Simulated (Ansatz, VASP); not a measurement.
One calculation of Ge4S, two programs

```
Ge S
1.0
     1.99000    1.14893    8.43333
    -1.99000    1.14893    8.43333
     0.00000   -2.29785    8.43333
Ge S
4 1
Direct
  0.91320 0.91320 0.91320
  0.08680 0.08680 0.08680
  0.45130 0.45130 0.45130
  0.54870 0.54870 0.54870
  0.00000 0.00000 0.00000
```

Alike in both runs: task relaxation of cell and atoms; functional PBE; k mesh 5 × 5 × 5; occupations gaussian, width 0.2 eV; no spin polarisation.

|  | VASP | Ansatz |
| --- | --- | --- |
| version | VASP 6.6.1 | Ansatz 0.2.0 |
| potentials or method | VASP PAW PBE potentials, release 64 (Ge_d, S), cutoff 600 eV | scalar-relativistic, plane waves, PAW |
| valence electrons in the cell | 62 | 62 |

Ansatz gave:

```
gap on the k mesh at the Fermi level, each at its own relaxed structure (eV) : none
relaxed volume (Å³/atom)                                                     : 25.58
relaxed cell length with the largest relative difference (Å)                 : 8.875
```

**Question.** What did VASP give for the same quantities?

**Answer.** gap on the k mesh at the Fermi level, each at its own relaxed structure (eV): none; relaxed volume (Å³/atom): 25.88; relaxed cell length with the largest relative difference (Å): 8.897.

A gap of «none» marks a metal or a gap that the smearing closes.

The k mesh is coarse, so the values compare programs but aren't converged.
